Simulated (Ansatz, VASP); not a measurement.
**Mg3GeN: VASP beside Ansatz**

```
CELL_PARAMETERS angstrom
4.31876 0.00000 0.00000
0.00000 4.31876 0.00000
0.00000 0.00000 4.31876
ATOMIC_POSITIONS crystal
Mg 0.50000 0.00000 0.00000
Mg 0.00000 0.50000 0.00000
Mg 0.00000 0.00000 0.50000
Ge 0.50000 0.50000 0.50000
N 0.00000 0.00000 0.00000
```

Alike in both runs: task single point; functional PBE; k mesh 10 × 10 × 10; occupations gaussian, width 0.1 eV; no spin polarisation.

```csv
,VASP,Ansatz
version,VASP 6.6.1,Ansatz 0.2.0
potentials or method,"VASP PAW PBE potentials, release 64 (Mg, Ge_d, N), cutoff 520 eV","scalar-relativistic, plane waves, PAW"
valence electrons in the cell,25,49
```

VASP gave:

```
gap on the k mesh at the Fermi level (eV) : none
pressure (GPa)                            : -2.4
```

Which values does Ansatz return?

gap on the k mesh at the Fermi level (eV): none; pressure (GPa): -2.2.

A gap of «none» marks a metal or a gap that the smearing closes. VASP's potentials hold 25 valence electrons a cell and Ansatz's 49, so a difference there can come from the potentials and not from the codes.
